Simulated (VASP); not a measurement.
# MgI2 (Immm) in VASP: further runs, part 2 of 2

VASP 6.6.1.

## 3. Single point, r2SCAN (shear xy strain +2.5%)

Contents of POSCAR:

```
MgI2
1.0
    0.0475098654      3.7557205885      3.7557205885
    3.7557205885      0.0475098654      3.7557205885
    3.8032304539      3.8032304539      0.0000000000
Mg I
1 2
Direct
    0.0000000000      0.0000000000      0.0000000000
    0.2510504937      0.2510504937      0.2489495063
    0.7489495063      0.7489495063      0.7510504937
```

Contents of INCAR.step1:

```
SYSTEM = MgI2
PREC = Accurate ; ENCUT = 520
ISMEAR = 0 ; SIGMA = 0.01
LREAL = .FALSE. ; LASPH = .TRUE.
NELM = 100 ; NBANDS = 15
GGA = PE ; ALGO = Normal
EDIFF = 1E-4 ; LWAVE = .TRUE.
LCHARG = .FALSE.
```

Contents of INCAR.step2:

```
SYSTEM = MgI2
PREC = Accurate ; ENCUT = 520
EDIFF = 1E-6 ; ISMEAR = 0
SIGMA = 0.01 ; LREAL = .FALSE.
LASPH = .TRUE. ; NELM = 100
ALGO = Normal ; ISIF = 2
LWAVE = .FALSE. ; LCHARG = .FALSE.
METAGGA = R2SCAN ; LMIXTAU = .TRUE.
NBANDS = 15 ; ISTART = 1
```

Contents of KPOINTS:

```
regular mesh
0
G
  6 6 6
  0 0 0
```

Potentials or basis: VASP PAW PBE potentials, release 64 (Mg, I).

Command:

```
$ cat potpaw_PBE.64/Mg/POTCAR potpaw_PBE.64/I/POTCAR > POTCAR
$ cp INCAR.step1 INCAR
$ mpirun -np 1 vasp_std > vasp.out
$ cp INCAR.step2 INCAR
$ mpirun -np 1 vasp_std > vasp.out
```

OUTCAR:

```text
SYSTEM = MgI2
   PREC = Accurate
   ENCUT = 520
   EDIFF = 1E-6
   ISMEAR = 0
   LREAL = .FALSE.
   LASPH = .TRUE.
   NELM = 100
   ISIF = 2
   METAGGA = R2SCAN
   ISTART = 1

 ion  position               nearest neighbor table
   1  0.000  0.000  0.000-   3 3.22   3 3.22   2 3.22   2 3.22   3 3.28   2 3.28   3 3.28   2 3.28

   2  0.251  0.251  0.249-   1 3.22   1 3.22   1 3.28   1 3.28
   3  0.749  0.749  0.751-   1 3.22   1 3.22   1 3.28   1 3.28

  LATTYP: Found a body centered orthorhombic cell.
 ALAT       =     5.2442018967
 B/A-ratio  =     1.0256241454
 C/A-ratio  =     1.4323325694

  Lattice vectors:

 A1 = (   3.7557205885,   0.0475098654,  -3.7557205885)
 A2 = (  -3.7557205885,  -0.0475098654,  -3.7557205885)
 A3 = (   0.0475098654,   3.7557205885,   3.7557205885)

Analysis of symmetry for initial positions (statically):
=====================================================================
 Subroutine PRICEL returns:
 Original cell was already a primitive cell.

 Routine SETGRP: Setting up the symmetry group for a
 body centered orthorhombic supercell.

 Subroutine GETGRP returns: Found  8 space group operations
 (whereof  8 operations were pure point group operations)
 out of a pool of  8 trial point group operations.

The static configuration has the point symmetry D_2h.

Analysis of symmetry for dynamics (positions and initial velocities):
=====================================================================
 Subroutine PRICEL returns:
 Original cell was already a primitive cell.

 Routine SETGRP: Setting up the symmetry group for a
 body centered orthorhombic supercell.

 Subroutine GETGRP returns: Found  8 space group operations
 (whereof  8 operations were pure point group operations)
 out of a pool of  8 trial point group operations.

The dynamic configuration has the point symmetry D_2h.

 Subroutine INISYM returns: Found  8 space group operations
 (whereof  8 operations are pure point group operations),
 and found     1 'primitive' translations

----------------------------------------------------------------------------------------

                                     Primitive cell

  volume of cell :     105.9352

  direct lattice vectors                    reciprocal lattice vectors
     0.047509865  3.755720589  3.755720589    -0.134835919  0.134835919  0.133130244
     3.755720589  0.047509865  3.755720589     0.134835919 -0.134835919  0.133130244
     3.803230454  3.803230454  0.000000000     0.131467185  0.131467185 -0.133130244

  length of vectors
     5.311603474  5.311603474  5.378580089     0.232562061  0.232562061  0.228672043

  position of ions in fractional coordinates (direct lattice)
     0.000000000  0.000000000  0.000000000
     0.251050494  0.251050494  0.248949506
     0.748949506  0.748949506  0.751050494

  ion indices of the primitive-cell ions
   primitive index   ion index
                 1           1
                 2           2
                 3           3

----------------------------------------------------------------------------------------

 KPOINTS: regular mesh
[... 49 lines left out ...]
 [... further k-points ...]
   k-points           NKPTS =     46   k-points in BZ     NKDIM =     46   number of bands    NBANDS=     15
   number of dos      NEDOS =    301   number of ions     NIONS =      3
   total plane-waves  NPLWV =  64000
   dimension x,y,z NGX =    40 NGY =   40 NGZ =   40
   dimension x,y,z NGXF=    80 NGYF=   80 NGZF=   80
   ions per type =               1   2
   NGX,Y,Z   is equivalent  to a cutoff of  12.52, 12.52, 12.36 a.u.
   NGXF,Y,Z  is equivalent  to a cutoff of  25.04, 25.04, 24.73 a.u.
 SYSTEM =  MgI2
   PREC   = accura    normal or accurate (medium, high low for compatibility)
   ISTART =      1    job   : 0-new  1-cont  2-samecut
   ICHARG =      0    charge: 1-file 2-atom 10-const
   ISPIN  =      1    spin polarized calculation?
   LNONCOLLINEAR =      F non collinear calculations
   LSORBIT =      F    spin-orbit coupling
   LASPH  =      T    aspherical Exc in radial PAW
   ENCUT  =  520.0 eV  38.22 Ry    6.18 a.u.   9.88  9.88 10.00*2*pi/ulx,y,z
   NELM   =    100;   NELMIN=  2; NELMDL=  0     # of ELM steps
   EDIFF  = 0.1E-05   stopping-criterion for ELM
   LREAL  =      F    real-space projection
   EDIFFG = 0.1E-04   stopping-criterion for IOM
   NSW    =      0    number of steps for IOM
   IBRION =     -1    ionic relax: 0-MD 1-quasi-New 2-CG
   NFREE  =      0    steps in history (QN), initial steepest desc. (CG)
   ISIF   =      2    stress and relaxation
   ISYM   =      2    0-nonsym 1-usesym 2-fastsym
   POTIM  = 0.5000    time-step for ionic-motion
   TEBEG  =    0.0;   TEEND  =   0.0 temperature during run
   PSTRESS=    0.0 pullay stress
   NELECT =      16.0000    total number of electrons
   NUPDOWN=      -1.0000    fix difference up-down
   EMIN   =  10.00;   EMAX   =-10.00  energy-range for DOS
   EFERMI =   0.00;   METHOD = LEGACY
   ISMEAR =     0;   SIGMA  =   0.01  broadening in eV -4-tet -1-fermi 0-gaus
   EFERMI_NEDOS =   21; number of points for ismear=-14 and -15
   IALGO  =     38    algorithm
   IMIX   =      4    mixing-type and parameters
     AMIX     =   0.40;   BMIX     =  1.00
     AMIX_MAG =   1.60;   BMIX_MAG =  1.00
  volume/ion in A,a.u.               =      35.31       238.30
  Fermi-wavevector in a.u.,A,eV,Ry     =   0.871836  1.647531 10.341758  0.760098
  Thomas-Fermi vector in A             =   1.991000
   LORBIT       =      0    0 simple, 1 ext, 2 COOP (PROOUT), +10 PAW based schemes
   METAGGA = R2SCAN    functional components
   LHFCALC =     F    Hartree Fock is set to
   AEXX    =    0.0000 exact exchange contribution
   IVDW    =     0    specifies the selected vdW correction
   LEPSILON=     F    determine dielectric tensor
   LRPA    =     F    only Hartree local field effects (RPA)
 non-spin polarized calculation
 Gauss-broadening in eV      SIGMA  =   0.01
  energy-cutoff  :      520.00
  volume of cell :      105.94
 maximum number of plane-waves:      2868
   NGX = 19   NGY = 19   NGZ = 21

 number of electron      16.0000000 magnetization

 Free energy of the ion-electron system (eV)
  ---------------------------------------------------
  ext. energy  EPLUGINS =         0.00000000
  ---------------------------------------------------
  free energy    TOTEN  =       -55.46176450 eV

  energy without entropy =      -55.46176450  energy(sigma->0) =      -55.46176450

 E-fermi :   3.1423     XC(G=0):  -8.4835

 val. band max:        3.0473348000   @ k =   0.5000   0.5000   0.0000
 cond. band min:       4.3501667315   @ k =   0.0000   0.0000   0.0000
 fundamental gap:      1.3028319315
 Fermi energy:         3.1422600929

 k-point     1 :       0.0000    0.0000    0.0000
  band No.  band energies     occupation
      1     -10.3013      2.00000
      2      -8.6247      2.00000
      3      -0.0334      2.00000
      4      -0.0063      2.00000
      5       0.0303      2.00000
      6       1.8159      2.00000
      7       1.8970      2.00000
      8       1.9791      2.00000
      9       4.3502      0.00000
     10       6.4762      0.00000
     11       6.5858      0.00000
     12       6.6922      0.00000
     13       8.7904      0.00000
     14       8.7944      0.00000
[... 401 lines left out ...]
      2      -9.2017      2.00000
      3      -1.6124      2.00000
      4      -0.7039      2.00000
      5      -0.6042      2.00000
      6       2.1686      2.00000
      7       2.1794      2.00000
      8       2.6787      2.00000
      9       4.9392      0.00000
     10       8.0727      0.00000
     11       9.1716      0.00000
     12       9.5161      0.00000
     13      10.2549      0.00000
     14      10.7444      0.00000
     15      11.5604      0.00000

 [... further k-points ...]

------------------------ aborting loop because EDIFF is reached ----------------------------------------

  FORCE on cell =-STRESS in cart. coord.  units (eV):
  Direction    XX          YY          ZZ          XY          YZ          ZX
  --------------------------------------------------------------------------------------
  -------------------------------------------------------------------------------------
  Total       -0.0699263     -0.0699263     -0.0542043      0.3178917      0.0000000      0.0000000
  in kB       -1.0575739     -1.0575739     -0.8197928      4.8078346      0.0000000      0.0000000
  external PRESSURE =      -0.9783135 kB  Pullay stress =       0.0000000 kB

 VOLUME and BASIS-vectors are now :
 -----------------------------------------------------------------------------
  energy-cutoff  :      520.00
  volume of cell :      105.94
      direct lattice vectors                 reciprocal lattice vectors
     0.047509865  3.755720589  3.755720589    -0.134835919  0.134835919  0.133130244
     3.755720589  0.047509865  3.755720589     0.134835919 -0.134835919  0.133130244
     3.803230454  3.803230454  0.000000000     0.131467185  0.131467185 -0.133130244

 POSITION                                       TOTAL-FORCE (eV/Angst)
 -----------------------------------------------------------------------------------
      0.00000      0.00000      0.00000         0.000000      0.000000     -0.000000
      1.90162      1.90162      1.88575         0.000000      0.000000      0.005766
      5.70485      5.70485      5.62569        -0.000000     -0.000000     -0.005766
 -----------------------------------------------------------------------------------
    total drift:                               -0.000000     -0.000000      0.000000

  FREE ENERGIE OF THE ION-ELECTRON SYSTEM (eV)
  ---------------------------------------------------
  free  energy   TOTEN  =       -55.4617645011 eV

  energy  without entropy=      -55.4617645011  energy(sigma->0) =      -55.46176450
```

Run time: 4 min. Hardware: 1 thread of Intel Xeon 6975P-C (Granite Rapids), shared host; peak memory 0.29 GiB.

Results:

```
Free energy            : -55.4618 eV
Pressure               : -0.1 GPa
Largest force          : 0.006 eV/Å
Band gap on the k mesh : 1.30 eV (least direct gap 1.51 eV)
```

Forces on the atoms (eV/Å):
```
Mg   0.000  0.000  0.000
I    0.000  0.000  0.006
I    0.000  0.000 -0.006
```

Stress tensor (GPa, compression positive):
```
-0.11  0.48  0.00
 0.48 -0.11  0.00
 0.00  0.00 -0.08
```

Caveat: the cell differs from its parent crystal (shear xy strain +2.5%); the structure was generated, so it needn't be the stable form of MgI2; the PAW data sets were made with another functional, which shifts forces and pressure a little; spin-orbit coupling is left out, which moves the levels of the heavy elements. A k mesh can miss the band edges.
